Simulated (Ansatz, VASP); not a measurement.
ZrSi4Ru in VASP and in Ansatz

```
Zr Si Ru
1.0
     4.16611    0.00000    0.00000
    -2.08306    3.60796    0.00000
     0.00000    0.00000    5.95119
Zr Si Ru
1 4 1
Direct
  0.00000 0.00000 0.00000
  0.33333 0.66667 0.29094
  0.33333 0.66667 0.70906
  0.66667 0.33333 0.70906
  0.66667 0.33333 0.29094
  0.00000 0.00000 0.50000
```

Alike in both runs: task single point; functional PBEsol; k mesh 12 × 12 × 6; occupations gaussian, width 0.1 eV; no spin polarisation.

```csv
,VASP,Ansatz
version,VASP 6.6.1,Ansatz 0.2.0
potentials or method,"VASP PAW PBE potentials, release 64 (Zr_sv, Si, Ru_pv), cutoff 500 eV","scalar-relativistic, plane waves, PAW"
valence electrons in the cell,42,44
```

|  | VASP | Ansatz | Ansatz less VASP |
| --- | --- | --- | --- |
| gap on the k mesh at the Fermi level (eV) | none | none | - |
| pressure (GPa) | -4.1 | -4.2 | -0.13 |
| traceless stress, the component that is largest in VASP (GPa) | -0.14 | -0.13 | +0.009 |
| rms of the force components (eV/Å) | 0.016 | 0.016 | +0.0005 |

VASP's potentials were made for PBE, not for PBEsol. Atom by atom the forces differ by 0.000 eV/Å (rms over components). A gap of «none» marks a metal or a gap that the smearing closes. VASP's potentials hold 42 valence electrons a cell and Ansatz's 44, so a difference there can come from the potentials and not from the codes.
